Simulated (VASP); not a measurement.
Wanted: the native input for a VASP 6.6.1 run.

| Item | Value |
| --- | --- |
| Task | single point |
| Functional | PBE |
| Potentials or basis | VASP PAW PBE potentials, release 64 (Y_sv, Cd, O) |
| Cutoff | 520 eV |
| k mesh | 12 × 12 × 4 |
| Occupations | gaussian, width 0.02 eV |
| Spin | no spin polarisation |
| Dipole correction | no |
| Further INCAR settings | ALGO = Normal; EDIFF = 1e-07; NBANDS = 38 |

The structure of Y2CdO4 lies in POSCAR:

```
Y2CdO4
1.0
    3.7329348153      0.0000000000      0.0000000000
   -1.8664674077      3.2328163807      0.0000000000
    0.0000000000      0.0000000000      9.8543836817
Y Cd O
2 1 4
Direct
    0.6666666667      0.3333333333      0.3760023060
    0.3333333333      0.6666666667      0.0267580005
    0.0000000000      0.0000000000      0.7115642058
    0.3333333333      0.6666666667      0.7884619394
    0.3333333333      0.6666666667      0.2640647350
    0.0000000000      0.0000000000      0.4783290123
    0.0000000000      0.0000000000      0.0228198612
```

These files were run (other wordings do the same):

INCAR

```
SYSTEM = Y2CdO4
ALGO     = Normal         ! electronic algorithm
EDIFF    = 1E-7           ! SCF threshold, eV
ENCUT    = 520            ! plane-wave cutoff, eV
GGA      = PE             ! functional
ISIF     = 2              ! what is computed and relaxed
ISMEAR   = 0              ! smearing method
LASPH    = .True.         ! aspherical terms in the spheres
LCHARG   = .True.         ! write CHGCAR
LELF     = .True.         ! ELF
LREAL    = .False.        ! projectors in reciprocal space
LVHAR    = .True.       
LWAVE    = .False.        ! write WAVECAR
NBANDS   = 38             ! bands
NELM     = 80             ! most SCF steps
PREC     = Accurate       ! precision mode
SIGMA    = 0.02           ! smearing width, eV
```

KPOINTS

```
k-points
0
Gamma
  12 12 4
  0 0 0
```

Potentials or basis: VASP PAW PBE potentials, release 64 (Y_sv, Cd, O).

Run with:

```console
$ cat potpaw_PBE.64/Y_sv/POTCAR potpaw_PBE.64/Cd/POTCAR potpaw_PBE.64/O/POTCAR > POTCAR
$ mpirun -np 1 vasp_std > vasp.out
```

Results of the run:

```yaml
Pressure: -5.8 GPa
Largest_force: 0.054 eV/Å
Band_gap_on_the_k_mesh: 1.81 eV
```

Caveat: the cell stands under tension.

It took 5.6 min on 1 thread of Intel(R) Xeon(R) Platinum 8259CL CPU @ 2.50GHz (Skylake/Cascade Lake), with other jobs on the host, peak memory 0.46 GiB.
